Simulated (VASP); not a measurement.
# Sn3Se2 (P4/nmm) in VASP: single point with PBE

Aim: the single point of Sn3Se2 with PBE.

Everything below comes from runs of VASP 6.6.1. Logs are shortened: lines on timing, memory, paths and dates and some standing lists are left out, and cuts for length are marked.

### 1 The cell of the first run

Symmetry: P4/nmm, No. 129, tetragonal system. The conventional cell has a = 4.282 Å, b = 4.282 Å, c = 15.564 Å, α = 90.00°, β = 90.00°, γ = 90.00°. Sn (site symmetry 4mm) has 6 Se at 2.81 to 3.38 Å within 3.7 Å. Sn (site symmetry 4mm) has 5 Se at 2.83 to 3.03 Å within 3.7 Å. Sn (site symmetry -4m2) has 8 Sn at 3.03 to 3.86 Å and 4 Se at 3.95 Å within 4.0 Å. Se (site symmetry 4mm) has 6 Sn at 2.83 to 3.38 Å within 3.7 Å. Within 3.7 Å of Se (site symmetry 4mm) lie 5 Sn at 2.81 to 3.03 Å.

### 2 Single point, PBE

File INCAR:

```
SYSTEM = Sn3Se2
ALGO     = Normal         ! electronic algorithm
EDIFF    = 1E-7           ! SCF threshold, eV
ENCUT    = 520            ! plane-wave cutoff, eV
GGA      = PE             ! functional
ISIF     = 2              ! what is computed and relaxed
ISMEAR   = 0              ! smearing method
LASPH    = .True.         ! aspherical terms in the spheres
LCHARG   = .False.        ! write CHGCAR
LREAL    = .False.        ! projectors in reciprocal space
LWAVE    = .False.        ! write WAVECAR
NBANDS   = 65             ! bands
NELM     = 60             ! most SCF steps
PREC     = Accurate       ! precision mode
SIGMA    = 0.1            ! smearing width, eV
```

File KPOINTS:

```
k-points
0
Gamma
  8 8 4
  0 0 0
```

File POSCAR:

```
Sn3Se2
1.0
    4.2820878433      0.0000000000      0.0000000000
    0.0000000000      4.2820878433      0.0000000000
    0.0000000000      0.0000000000     15.5643677969
Sn Se
6 4
Direct
    0.0000000000      0.5000000000      0.3940187242
    0.0000000000      0.5000000000      0.7933232115
    0.5000000000      0.0000000000      0.6059812758
    0.5000000000      0.0000000000      0.2066767885
    0.5000000000      0.5000000000      0.0000000000
    0.0000000000      0.0000000000      0.0000000000
    0.0000000000      0.5000000000      0.6111800404
    0.0000000000      0.5000000000      0.2136357665
    0.5000000000      0.0000000000      0.3888199596
    0.5000000000      0.0000000000      0.7863642335
```

Potentials or basis: VASP PAW PBE potentials, release 64 (Sn_d, Se).

Launch:

```sh
$ cat potpaw_PBE.64/Sn_d/POTCAR potpaw_PBE.64/Se/POTCAR > POTCAR
$ mpirun -np 1 vasp_std > vasp.out
```

OUTCAR:

```text
SYSTEM = Sn3Se2
   EDIFF = 1E-7
   ENCUT = 520
   GGA = PE
   ISIF = 2
   ISMEAR = 0
   LASPH = .True.
   LREAL = .False.
   NELM = 60
   PREC = Accurate

 ion  position               nearest neighbor table
   1  0.000  0.500  0.394-   8 2.81   9 3.03   9 3.03   9 3.03   9 3.03
   2  0.000  0.500  0.793-   7 2.83  10 3.03  10 3.03  10 3.03  10 3.03
   3  0.500  0.000  0.606-  10 2.81   7 3.03   7 3.03   7 3.03   7 3.03
   4  0.500  0.000  0.207-   9 2.83   8 3.03   8 3.03   8 3.03   8 3.03
   5  0.500  0.500  0.000-   6 3.03   6 3.03   6 3.03   6 3.03
   6  0.000  0.000  0.000-   5 3.03   5 3.03   5 3.03   5 3.03
   7  0.000  0.500  0.611-   2 2.83   3 3.03   3 3.03   3 3.03   3 3.03
   8  0.000  0.500  0.214-   1 2.81   4 3.03   4 3.03   4 3.03   4 3.03
   9  0.500  0.000  0.389-   4 2.83   1 3.03   1 3.03   1 3.03   1 3.03
  10  0.500  0.000  0.786-   3 2.81   2 3.03   2 3.03   2 3.03   2 3.03

  LATTYP: Found a simple tetragonal cell.
 ALAT       =     4.2820878433
 C/A-ratio  =     3.6347614450

  Lattice vectors:

 A1 = (   4.2820878433,   0.0000000000,   0.0000000000)
 A2 = (   0.0000000000,   4.2820878433,   0.0000000000)
 A3 = (   0.0000000000,   0.0000000000,  15.5643677969)

Analysis of symmetry for initial positions (statically):
=====================================================================
 Subroutine PRICEL returns:
 Original cell was already a primitive cell.

 Routine SETGRP: Setting up the symmetry group for a
 simple tetragonal supercell.

 Subroutine GETGRP returns: Found 16 space group operations
 (whereof  8 operations were pure point group operations)
 out of a pool of 16 trial point group operations.

The static configuration has the point symmetry D_2d.
 The point group associated with its full space group is D_4h.

Analysis of symmetry for dynamics (positions and initial velocities):
=====================================================================
 Subroutine PRICEL returns:
 Original cell was already a primitive cell.

 Routine SETGRP: Setting up the symmetry group for a
 simple tetragonal supercell.

 Subroutine GETGRP returns: Found 16 space group operations
 (whereof  8 operations were pure point group operations)
 out of a pool of 16 trial point group operations.

The dynamic configuration has the point symmetry D_2d.
 The point group associated with its full space group is D_4h.

 Subroutine INISYM returns: Found 16 space group operations
 (whereof  8 operations are pure point group operations),
 and found     1 'primitive' translations

----------------------------------------------------------------------------------------

                                     Primitive cell

  volume of cell :     285.3925

  direct lattice vectors                    reciprocal lattice vectors
     4.282087843  0.000000000  0.000000000     0.233530940  0.000000000  0.000000000
     0.000000000  4.282087843  0.000000000     0.000000000  0.233530940  0.000000000
     0.000000000  0.000000000 15.564367797     0.000000000  0.000000000  0.064249317

  length of vectors
     4.282087843  4.282087843 15.564367797     0.233530940  0.233530940  0.064249317

  position of ions in fractional coordinates (direct lattice)
     0.000000000  0.500000000  0.394018724
     0.000000000  0.500000000  0.793323212
     0.500000000  0.000000000  0.605981276
     0.500000000  0.000000000  0.206676788
     0.500000000  0.500000000  0.000000000
     0.000000000  0.000000000  0.000000000
     0.000000000  0.500000000  0.611180040
     0.000000000  0.500000000  0.213635766
     0.500000000  0.000000000  0.388819960
     0.500000000  0.000000000  0.786364234

  ion indices of the primitive-cell ions
   primitive index   ion index
                 1           1
                 2           2
                 3           3
                 4           4
                 5           5
                 6           6
                 7           7
                 8           8
                 9           9
                10          10

----------------------------------------------------------------------------------------

 KPOINTS: k-points

Automatic generation of k-mesh.
 Grid dimensions read from file:
 generate k-points for:    8    8    4

 Generating k-lattice:

  Cartesian coordinates                     Fractional coordinates (reciprocal lattice)
     0.029191368  0.000000000  0.000000000     0.125000000  0.000000000  0.000000000
     0.000000000  0.029191368  0.000000000     0.000000000  0.125000000  0.000000000
     0.000000000  0.000000000  0.016062329     0.000000000  0.000000000  0.250000000

  Length of vectors
     0.029191368  0.029191368  0.016062329

  Shift w.r.t. Gamma in fractional coordinates (k-lattice)
     0.000000000  0.000000000  0.000000000

 Subroutine IBZKPT returns following result:
 ===========================================

 Found     45 irreducible k-points:

 Following reciprocal coordinates:
            Coordinates               Weight
  0.000000  0.000000  0.000000      1.000000
  0.125000  0.000000  0.000000      4.000000
  0.250000  0.000000  0.000000      4.000000
  0.375000  0.000000  0.000000      4.000000
  0.500000  0.000000  0.000000      2.000000
  0.125000  0.125000  0.000000      4.000000
[... 16 lines left out ...]
  0.375000  0.125000  0.250000     16.000000
  0.500000  0.125000  0.250000      8.000000
 [... further k-points ...]
   k-points           NKPTS =     45   k-points in BZ     NKDIM =     45   number of bands    NBANDS=     65
   number of dos      NEDOS =    301   number of ions     NIONS =     10
   total plane-waves  NPLWV = 122880
   dimension x,y,z NGX =    32 NGY =   32 NGZ =  120
   dimension x,y,z NGXF=    64 NGYF=   64 NGZF=  240
   ions per type =               6   4
   NGX,Y,Z   is equivalent  to a cutoff of  12.42, 12.42, 12.82 a.u.
   NGXF,Y,Z  is equivalent  to a cutoff of  24.85, 24.85, 25.63 a.u.
 SYSTEM =  Sn3Se2
   PREC   = accura    normal or accurate (medium, high low for compatibility)
   ISTART =      0    job   : 0-new  1-cont  2-samecut
   ICHARG =      2    charge: 1-file 2-atom 10-const
   ISPIN  =      1    spin polarized calculation?
   LNONCOLLINEAR =      F non collinear calculations
   LSORBIT =      F    spin-orbit coupling
   LASPH  =      T    aspherical Exc in radial PAW
   ENCUT  =  520.0 eV  38.22 Ry    6.18 a.u.   7.96  7.96 28.94*2*pi/ulx,y,z
   NELM   =     60;   NELMIN=  2; NELMDL= -5     # of ELM steps
   EDIFF  = 0.1E-06   stopping-criterion for ELM
   LREAL  =      F    real-space projection
   EDIFFG = 0.1E-05   stopping-criterion for IOM
   NSW    =      0    number of steps for IOM
   IBRION =     -1    ionic relax: 0-MD 1-quasi-New 2-CG
   NFREE  =      0    steps in history (QN), initial steepest desc. (CG)
   ISIF   =      2    stress and relaxation
   ISYM   =      2    0-nonsym 1-usesym 2-fastsym
   POTIM  = 0.5000    time-step for ionic-motion
   TEBEG  =    0.0;   TEEND  =   0.0 temperature during run
   PSTRESS=    0.0 pullay stress
   NELECT =     108.0000    total number of electrons
   NUPDOWN=      -1.0000    fix difference up-down
   EMIN   =  10.00;   EMAX   =-10.00  energy-range for DOS
   EFERMI =   0.00;   METHOD = LEGACY
   ISMEAR =     0;   SIGMA  =   0.10  broadening in eV -4-tet -1-fermi 0-gaus
   EFERMI_NEDOS =   21; number of points for ismear=-14 and -15
   IALGO  =     38    algorithm
   IMIX   =      4    mixing-type and parameters
     AMIX     =   0.40;   BMIX     =  1.00
     AMIX_MAG =   1.60;   BMIX_MAG =  1.00
  volume/ion in A,a.u.               =      28.54       192.59
  Fermi-wavevector in a.u.,A,eV,Ry     =   1.184137  2.237694 19.077816  1.402180
  Thomas-Fermi vector in A             =   2.320357
   LORBIT       =      0    0 simple, 1 ext, 2 COOP (PROOUT), +10 PAW based schemes
   GGA     = PE    functional components
   LHFCALC =     F    Hartree Fock is set to
   AEXX    =    0.0000 exact exchange contribution
   IVDW    =     0    specifies the selected vdW correction
   LEPSILON=     F    determine dielectric tensor
   LRPA    =     F    only Hartree local field effects (RPA)
 non-spin polarized calculation
 Gauss-broadening in eV      SIGMA  =   0.10
  energy-cutoff  :      520.00
  volume of cell :      285.39
 maximum number of plane-waves:      7744
 NGX is ok and might be reduce to    32
   NGX = 15   NGY = 15   NGZ = 57

 number of electron     108.0000062 magnetization

 Free energy of the ion-electron system (eV)
  ---------------------------------------------------
  ext. energy  EPLUGINS =         0.00000000
  ---------------------------------------------------
  free energy    TOTEN  =       -39.61289311 eV

  energy without entropy =      -39.59811534  energy(sigma->0) =      -39.60550423

 E-fermi :   5.5239     XC(G=0):  -9.5309

 val. band max:        5.4903648571   @ k =   0.3750   0.1250   0.0000
 cond. band min:       5.5307211266   @ k =   0.3750   0.0000   0.5000
 fundamental gap:      0.0403562695
 Fermi energy:         5.5238861285

 k-point     1 :       0.0000    0.0000    0.0000
  band No.  band energies     occupation
      1     -16.1942      2.00000
      2     -16.1104      2.00000
      3     -16.0581      2.00000
      4     -16.0575      2.00000
      5     -16.0476      2.00000
      6     -16.0476      2.00000
[... 57 lines left out ...]
     64       9.6589      0.00000
     65       9.6589      0.00000

 k-point     2 :       0.1250    0.0000    0.0000
  band No.  band energies     occupation
      1     -16.1747      2.00000
      2     -16.1018      2.00000
      3     -16.0567      2.00000
      4     -16.0562      2.00000
      5     -16.0487      2.00000
      6     -16.0487      2.00000
[... 57 lines left out ...]
     64       9.4027      0.00000
     65       9.5765      0.00000

 k-point     3 :       0.2500    0.0000    0.0000
  band No.  band energies     occupation
      1     -16.1184      2.00000
      2     -16.0781      2.00000
      3     -16.0537      2.00000
      4     -16.0532      2.00000
      5     -16.0513      2.00000
      6     -16.0513      2.00000
[... 1417 lines left out ...]
     64       8.5961      0.00000
     65       8.7162      0.00000

 k-point    24 :       0.5000    0.1250    0.2500
  band No.  band energies     occupation
      1     -16.0572      2.00000
      2     -16.0572      2.00000
      3     -16.0488      2.00000
      4     -16.0488      2.00000
      5     -16.0359      2.00000
      6     -16.0359      2.00000
[... 57 lines left out ...]
     64       8.2258      0.00000
     65       8.5912      0.00000

 [... further k-points ...]
[... 5 lines left out ...]
  --------------------------------------------------------------------------------------
  -------------------------------------------------------------------------------------
  Total       -0.0267710     -0.0267710      0.0810193      0.0000000      0.0000000      0.0000000
  in kB       -0.1502911     -0.1502911      0.4548377      0.0000000      0.0000000      0.0000000
  external PRESSURE =       0.0514185 kB  Pullay stress =       0.0000000 kB

 VOLUME and BASIS-vectors are now :
 -----------------------------------------------------------------------------
  energy-cutoff  :      520.00
  volume of cell :      285.39
      direct lattice vectors                 reciprocal lattice vectors
     4.282087843  0.000000000  0.000000000     0.233530940  0.000000000  0.000000000
     0.000000000  4.282087843  0.000000000     0.000000000  0.233530940  0.000000000
     0.000000000  0.000000000 15.564367797     0.000000000  0.000000000  0.064249317

 POSITION                                       TOTAL-FORCE (eV/Angst)
 -----------------------------------------------------------------------------------
      0.00000      2.14104      6.13265         0.000000     -0.000000      0.006101
      0.00000      2.14104     12.34757         0.000000     -0.000000      0.011367
      2.14104      0.00000      9.43172        -0.000000     -0.000000     -0.006101
      2.14104      0.00000      3.21679         0.000000      0.000000     -0.011367
      2.14104      2.14104      0.00000        -0.000000     -0.000000      0.000000
      0.00000      0.00000      0.00000         0.000000      0.000000      0.000000
      0.00000      2.14104      9.51263         0.000000      0.000000     -0.016305
      0.00000      2.14104      3.32511         0.000000      0.000000     -0.005954
      2.14104      0.00000      6.05174        -0.000000     -0.000000      0.016305
      2.14104      0.00000     12.23926        -0.000000     -0.000000      0.005954
 -----------------------------------------------------------------------------------
    total drift:                                0.000000     -0.000000      0.000000

  FREE ENERGIE OF THE ION-ELECTRON SYSTEM (eV)
  ---------------------------------------------------
  free  energy   TOTEN  =       -39.6128931102 eV

  energy  without entropy=      -39.5981153437  energy(sigma->0) =      -39.60550423
```

It took 9 min on 1 thread of Intel Xeon Platinum 8488C (Sapphire Rapids), shared host; peak memory 0.72 GiB.

Results:

```
Free energy            : -39.6129 eV
Pressure               : 0.0 GPa
Largest force          : 0.016 eV/Å
Band gap on the k mesh : zero (bands 54 and 55 overlap by 1.07 eV)
```

Forces on the atoms (eV/Å):
```
Sn   0.000  0.000  0.006
Sn   0.000  0.000  0.011
Sn   0.000  0.000 -0.006
Sn   0.000  0.000 -0.011
Sn   0.000  0.000  0.000
Sn   0.000  0.000  0.000
Se   0.000  0.000 -0.016
Se   0.000  0.000 -0.006
Se   0.000  0.000  0.016
Se   0.000  0.000  0.006
```

Caveat: spin-orbit coupling is left out, which moves the levels of the heavy elements.
